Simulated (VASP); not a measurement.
**TaC: electric field gradients with PBE**

The system is TaC.

```
Ta C
1.0
     0.02227    2.23814    2.23814
     2.23814    0.02227    2.23814
     2.23814    2.23814    0.02227
Ta C
1 1
Direct
  0.00000 0.00000 0.00000
  0.50000 0.50000 0.50000
```

This cell differs from its parent crystal: equal xy, yz and zx shear strains of +1 %.

| Item | Value |
| --- | --- |
| Program | VASP 6.6.1 |
| Task | electric field gradients |
| Functional | PBE |
| Potentials or basis | VASP PAW PBE potentials, release 64 (Ta_pv, C) |
| Cutoff | 520 eV |
| k mesh | 13 × 13 × 13 |
| Occupations | fermi-dirac, width 0.08 eV |
| Spin | no spin polarisation |
| Dipole correction | no |
| Further INCAR settings | ALGO = Normal; EDIFF = 1e-08; NBANDS = 14 |

| Property | Result |
| --- | --- |
| Pressure | 5.6 GPa |

Stress tensor (GPa, compression positive):
```
 5.60 -1.89 -1.89
-1.89  5.60 -1.89
-1.89 -1.89  5.60
```

Levels at points of the mesh, in eV from the Fermi level:
```tsv
k point	band 4	band 5	band 6	band 7	band 8	band 9	band 10	band 11
(0.00, 0.00, 0.00)	-14.84	-1.50	-1.28	-1.28	-0.57	-0.45	-0.45	0.65
```

Electric field gradients, principal values (V/Å²):
| atom | least | middle | greatest (by size) |
| --- | --- | --- | --- |
| 1 Ta | -2.045 | -2.045 | 4.089 |
| 2 C | -0.286 | -0.286 | 0.571 |

It took 2.6 min on 1 thread of AMD EPYC 7571 (shared host), peak memory 0.17 GiB.

Caveat: the cell differs from its parent crystal (equal xy, yz and zx shear strains of +1 %); without QUAD_EFG the Cq values of the log hold for a quadrupole moment of 1 mb, not for the nuclei; spin-orbit coupling is left out, which moves the levels of the heavy elements.
